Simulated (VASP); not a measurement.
# MgSe (Fm-3m) in VASP: further runs, part 2 of 2

VASP 6.6.1. The steps go on from the part before.

### Step 3. Single point, PBE

This run uses another cell than the first one, of 19.44 Å³/atom, 1.043 times its volume.

Contents of INCAR:

```
SYSTEM = MgSe
ALGO     = Normal         ! electronic algorithm
EDIFF    = 1E-6           ! SCF threshold, eV
ENCUT    = 600            ! plane-wave cutoff, eV
GGA      = PE             ! functional
GGA_COMPAT= .False.      
ISIF     = 2              ! what is computed and relaxed
ISMEAR   = 0              ! smearing method
LASPH    = .True.         ! aspherical terms in the spheres
LCHARG   = .False.        ! write CHGCAR
LREAL    = .False.        ! projectors in reciprocal space
LWAVE    = .False.        ! write WAVECAR
NBANDS   = 11             ! bands
NELM     = 120            ! most SCF steps
PREC     = Accurate       ! precision mode
SIGMA    = 0.01           ! smearing width, eV
```

Contents of KPOINTS:

```
k-points
0
Gamma
  5 5 5
  0 0 0
```

Contents of POSCAR:

```
MgSe
1.0
    0.0000000000      2.6886644034      2.6886644034
    2.6886644034      0.0000000000      2.6886644034
    2.6886644034      2.6886644034      0.0000000000
Mg Se
1 1
Direct
    0.0000000000      0.0000000000      0.0000000000
    0.5000000000      0.5000000000      0.5000000000
```

Potentials or basis: VASP PAW PBE potentials, release 64 (Mg, Se).

Command:

```bash
cat potpaw_PBE.64/Mg/POTCAR potpaw_PBE.64/Se/POTCAR > POTCAR
mpirun -np 1 vasp_std > vasp.out
```

OUTCAR:

```text
SYSTEM = MgSe
   EDIFF = 1E-6
   ENCUT = 600
   GGA = PE
   ISIF = 2
   ISMEAR = 0
   LASPH = .True.
   LREAL = .False.
   NELM = 120
   PREC = Accurate

 ion  position               nearest neighbor table
   1  0.000  0.000  0.000-   2 2.69   2 2.69   2 2.69   2 2.69   2 2.69   2 2.69
   2  0.500  0.500  0.500-   1 2.69   1 2.69   1 2.69   1 2.69   1 2.69   1 2.69

  LATTYP: Found a face centered cubic cell.
 ALAT       =     5.3773288068

  Lattice vectors:

 A1 = (   0.0000000000,   2.6886644034,   2.6886644034)
 A2 = (   2.6886644034,   0.0000000000,   2.6886644034)
 A3 = (   2.6886644034,   2.6886644034,   0.0000000000)

Analysis of symmetry for initial positions (statically):
=====================================================================
 Subroutine PRICEL returns:
 Original cell was already a primitive cell.

 Routine SETGRP: Setting up the symmetry group for a
 face centered cubic supercell.

 Subroutine GETGRP returns: Found 48 space group operations
 (whereof 48 operations were pure point group operations)
 out of a pool of 48 trial point group operations.

The static configuration has the point symmetry O_h .

[... 155 lines left out ...]
      1      -9.5850      2.00000
      2       3.5936      2.00000
      3       3.5936      2.00000
      4       3.5936      2.00000
      5       6.4704      0.00000
      6      10.9787      0.00000
      7      10.9787      0.00000
      8      10.9787      0.00000
      9      13.6280      0.00000
     10      13.6280      0.00000
     11      14.6101      0.00000
[... 113 lines left out ...]
 k-point    10 :      -0.4000    0.4000    0.2000
  band No.  band energies     occupation
      1      -8.0879      2.00000
      2      -0.4599      2.00000
      3       0.6262      2.00000
      4       1.5799      2.00000
      5       8.0676      0.00000
      6      10.1996      0.00000
      7      10.3687      0.00000
      8      13.2064      0.00000
      9      15.8332      0.00000
     10      16.1192      0.00000
     11      19.5688      0.00000

------------------------ aborting loop because EDIFF is reached ----------------------------------------

  FORCE on cell =-STRESS in cart. coord.  units (eV):
  Direction    XX          YY          ZZ          XY          YZ          ZX
  --------------------------------------------------------------------------------------
  -------------------------------------------------------------------------------------
  Total        1.2379429      1.2379429      1.2379429      0.0000000     -0.0000000      0.0000000
  in kB       51.0236347     51.0236347     51.0236347      0.0000000     -0.0000000      0.0000000
  external PRESSURE =      51.0236347 kB  Pullay stress =       0.0000000 kB

 VOLUME and BASIS-vectors are now :
 -----------------------------------------------------------------------------
  energy-cutoff  :      600.00
  volume of cell :       38.87
      direct lattice vectors                 reciprocal lattice vectors
     0.000000000  2.688664403  2.688664403    -0.185965939  0.185965939  0.185965939
     2.688664403  0.000000000  2.688664403     0.185965939 -0.185965939  0.185965939
     2.688664403  2.688664403  0.000000000     0.185965939  0.185965939 -0.185965939

 POSITION                                       TOTAL-FORCE (eV/Angst)
 -----------------------------------------------------------------------------------
      0.00000      0.00000      0.00000         0.000000      0.000000      0.000000
      2.68866      2.68866      2.68866         0.000000     -0.000000      0.000000
 -----------------------------------------------------------------------------------
    total drift:                               -0.000000     -0.000000      0.000000

  FREE ENERGIE OF THE ION-ELECTRON SYSTEM (eV)
  ---------------------------------------------------
  free  energy   TOTEN  =        -7.4298686652 eV

  energy  without entropy=       -7.4298686652  energy(sigma->0) =       -7.42986867
```

OSZICAR:

```text
N       E                     dE             d eps       ncg     rms          rms(c)
DAV:   1     0.226998448082E+02    0.22700E+02   -0.35957E+03   236   0.642E+02
DAV:   2    -0.632419245595E+01   -0.29024E+02   -0.27364E+02   279   0.101E+02
DAV:   3    -0.771475546899E+01   -0.13906E+01   -0.13889E+01   265   0.226E+01
DAV:   4    -0.772113382066E+01   -0.63784E-02   -0.63781E-02   235   0.181E+00
DAV:   5    -0.772117412229E+01   -0.40302E-04   -0.40301E-04   253   0.143E-01    0.306E+00
DAV:   6    -0.747236120623E+01    0.24881E+00   -0.41652E-01   238   0.248E+00    0.196E+00
DAV:   7    -0.742997662829E+01    0.42385E-01   -0.20545E-01   247   0.187E+00    0.968E-01
DAV:   8    -0.742993836138E+01    0.38267E-04   -0.92779E-03   235   0.520E-01    0.261E-01
DAV:   9    -0.742986169270E+01    0.76669E-04   -0.23135E-04   250   0.861E-02    0.123E-01
DAV:  10    -0.742987305477E+01   -0.11362E-04   -0.13518E-04   247   0.502E-02    0.308E-02
DAV:  11    -0.742986842926E+01    0.46255E-05   -0.23425E-05   241   0.197E-02    0.714E-03
DAV:  12    -0.742986866517E+01   -0.23591E-06   -0.99782E-07   181   0.564E-03
   1 F= -.74298687E+01 E0= -.74298687E+01  d E =-.377213E-44
```

stdout:

```text
POSCAR found type information on POSCAR MgSe
 POSCAR found :  2 types and       2 ions
 scaLAPACK will be used
 LDA part: xc-table for (Slater+PW92), standard interpolation
 POSCAR, INCAR and KPOINTS ok, starting setup
 FFT: planning ... GRIDC
 FFT: planning ... GRID_SOFT
 FFT: planning ... GRID
 WAVECAR not read
 entering main loop
```

Wall time 3.8 s (1 thread of Intel Xeon 6975P-C (Granite Rapids), shared host); peak memory 0.16 GiB.

What came out:

| Item | Value |
| --- | --- |
| Free energy | -7.4299 eV |
| Pressure | 5.1 GPa |
| Band gap on the k mesh | 2.28 eV, indirect (least direct gap 2.88 eV) |

Levels at points of the mesh, in eV from the valence-band top:
| k point | band 1 | band 2 | band 3 | band 4 | band 5 | band 6 | band 7 | band 8 | band 9 |
| --- | --- | --- | --- | --- | --- | --- | --- | --- | --- |
| (0.00, 0.00, 0.00) | -13.18 | 0.00 | 0.00 | 0.00 | 2.88 | 7.39 | 7.39 | 7.39 | 10.03 |

A k mesh can miss the band edges. A hybrid or GW would open this gap; PBE tends to underestimate it.

### Step 4. Single point, PBE

This run uses another cell than the first one, of 22.68 Å³/atom, 1.217 times its volume.

Contents of INCAR:

```
SYSTEM = MgSe
PREC     = Accurate       ! precision mode
ENCUT    = 600            ! plane-wave cutoff, eV
EDIFF    = 1E-6           ! SCF threshold, eV
ISMEAR   = 0              ! smearing method
SIGMA    = 0.01           ! smearing width, eV
LREAL    = .False.        ! projectors in reciprocal space
LASPH    = .True.         ! aspherical terms in the spheres
NELM     = 120            ! most SCF steps
ALGO     = Normal         ! electronic algorithm
ISIF     = 2              ! what is computed and relaxed
LWAVE    = .False.        ! write WAVECAR
LCHARG   = .False.        ! write CHGCAR
GGA      = PE             ! functional
NBANDS   = 11             ! bands
GGA_COMPAT= .False.
```

Contents of KPOINTS:

```
Automatic mesh
0
Gamma
  5 5 5
  0 0 0
```

Contents of POSCAR:

```
MgSe
1.0
    0.0000000000      2.8304285349      2.8304285349
    2.8304285349      0.0000000000      2.8304285349
    2.8304285349      2.8304285349      0.0000000000
Mg Se
1 1
Direct
    0.0000000000      0.0000000000      0.0000000000
    0.5000000000      0.5000000000      0.5000000000
```

Potentials or basis: VASP PAW PBE potentials, release 64 (Mg, Se).

Command:

```bash
cat potpaw_PBE.64/Mg/POTCAR potpaw_PBE.64/Se/POTCAR > POTCAR
mpirun -np 1 vasp_std > vasp.out
```

OUTCAR:

```text
SYSTEM = MgSe
   PREC = Accurate
   ENCUT = 600
   EDIFF = 1E-6
   ISMEAR = 0
   LREAL = .False.
   LASPH = .True.
   NELM = 120
   ISIF = 2
   GGA = PE

 ion  position               nearest neighbor table
   1  0.000  0.000  0.000-   2 2.83   2 2.83   2 2.83   2 2.83   2 2.83   2 2.83
   2  0.500  0.500  0.500-   1 2.83   1 2.83   1 2.83   1 2.83   1 2.83   1 2.83

  LATTYP: Found a face centered cubic cell.
 ALAT       =     5.6608570698

  Lattice vectors:

 A1 = (   0.0000000000,   2.8304285349,   2.8304285349)
 A2 = (   2.8304285349,   0.0000000000,   2.8304285349)
 A3 = (   2.8304285349,   2.8304285349,   0.0000000000)

Analysis of symmetry for initial positions (statically):
=====================================================================
 Subroutine PRICEL returns:
 Original cell was already a primitive cell.

 Routine SETGRP: Setting up the symmetry group for a
 face centered cubic supercell.

 Subroutine GETGRP returns: Found 48 space group operations
 (whereof 48 operations were pure point group operations)
 out of a pool of 48 trial point group operations.

The static configuration has the point symmetry O_h .

Analysis of symmetry for dynamics (positions and initial velocities):
[... 157 lines left out ...]
      5       4.2254      0.00000
      6       9.7623      0.00000
      7       9.7623      0.00000
      8       9.7623      0.00000
      9      12.0860      0.00000
     10      12.0860      0.00000
     11      12.8100      0.00000
[... 113 lines left out ...]
 k-point    10 :      -0.4000    0.4000    0.2000
  band No.  band energies     occupation
      1      -8.9644      2.00000
      2      -1.0391      2.00000
      3      -0.0482      2.00000
      4       0.7082      2.00000
      5       6.2882      0.00000
      6       8.6466      0.00000
      7       8.8762      0.00000
      8      11.1124      0.00000
      9      13.5144      0.00000
     10      13.9456      0.00000
     11      16.9234      0.00000

------------------------ aborting loop because EDIFF is reached ----------------------------------------

  FORCE on cell =-STRESS in cart. coord.  units (eV):
  Direction    XX          YY          ZZ          XY          YZ          ZX
  --------------------------------------------------------------------------------------
  -------------------------------------------------------------------------------------
  Total       -1.2006566     -1.2006566     -1.2006566     -0.0000000      0.0000000     -0.0000000
  in kB      -42.4172818    -42.4172818    -42.4172818     -0.0000000      0.0000000     -0.0000000
  external PRESSURE =     -42.4172818 kB  Pullay stress =       0.0000000 kB

 VOLUME and BASIS-vectors are now :
 -----------------------------------------------------------------------------
  energy-cutoff  :      600.00
  volume of cell :       45.35
      direct lattice vectors                 reciprocal lattice vectors
     0.000000000  2.830428535  2.830428535    -0.176651696  0.176651696  0.176651696
     2.830428535  0.000000000  2.830428535     0.176651696 -0.176651696  0.176651696
     2.830428535  2.830428535  0.000000000     0.176651696  0.176651696 -0.176651696

 POSITION                                       TOTAL-FORCE (eV/Angst)
 -----------------------------------------------------------------------------------
      0.00000      0.00000      0.00000        -0.000000      0.000000     -0.000000
      2.83043      2.83043      2.83043         0.000000     -0.000000      0.000000
 -----------------------------------------------------------------------------------
    total drift:                               -0.000000     -0.000000      0.000000

  FREE ENERGIE OF THE ION-ELECTRON SYSTEM (eV)
  ---------------------------------------------------
  free  energy   TOTEN  =        -7.4223027138 eV

  energy  without entropy=       -7.4223027138  energy(sigma->0) =       -7.42230271
```

Wall time 3.6 s (1 thread of Intel Xeon 6975P-C (Granite Rapids), shared host); peak memory 0.17 GiB.

What came out:

* Free energy: -7.4223 eV
* Pressure: -4.2 GPa
* Band gap on the k mesh: 1.89 eV, direct

Levels at points of the mesh, in eV from the valence-band top:
| k point | band 1 | band 2 | band 3 | band 4 | band 5 | band 6 | band 7 | band 8 |
| --- | --- | --- | --- | --- | --- | --- | --- | --- |
| (0.00, 0.00, 0.00) | -12.37 | 0.00 | 0.00 | 0.00 | 1.89 | 7.42 | 7.42 | 7.42 |

### Step 5. The runs side by side

```csv
cell,gap on the mesh (eV),pressure (GPa)
"a = 3.749 Å, angles 60.0°, 2 atoms",2.35,8.9
"a = 3.802 Å, angles 60.0°, 2 atoms",2.28,5.1
"a = 4.003 Å, angles 60.0°, 2 atoms",1.89,-4.2
```

Alike in all rows: task single point; level PBE; potentials or basis VASP PAW PBE potentials, release 64 (Mg, Se); no spin polarisation; k mesh 5 × 5 × 5; cutoff (eV) 600; smearing gaussian 0.01 eV.

Total energies depend on the potentials used, so only differences within one code and one set of settings carry meaning.
